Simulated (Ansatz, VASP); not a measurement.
## One calculation of CdTe, two programs

```
Cd Te
1.0
     0.00000    3.27990    3.27990
     3.27990    0.00000    3.27990
     3.27990    3.27990    0.00000
Cd Te
1 1
Direct
  0.00000 0.00000 0.00000
  0.25000 0.25000 0.25000
```

Alike in both runs: task single point; functional PBE; k mesh 6 × 6 × 6; occupations fermi-dirac, width 0.02 eV; no spin polarisation.

|  | VASP | Ansatz |
| --- | --- | --- |
| version | VASP 6.6.1 | Ansatz 0.2.0 |
| potentials or method | VASP PAW PBE potentials, release 64 (Cd, Te) | plane waves, PAW |
| plane-wave cutoff (eV) | 520 | 420 |
| valence electrons in the cell | 18 | 36 |

|  | VASP | Ansatz | Ansatz less VASP |
| --- | --- | --- | --- |
| pressure (GPa) | 1.1 | 1.0 | -0.12 |

With one functional, cell and mesh, what is left measures potentials, basis and numerics. VASP's potentials hold 18 valence electrons a cell and Ansatz's 36, so a difference there can come from the potentials and not from the codes.

Neither program's run includes spin-orbit coupling.
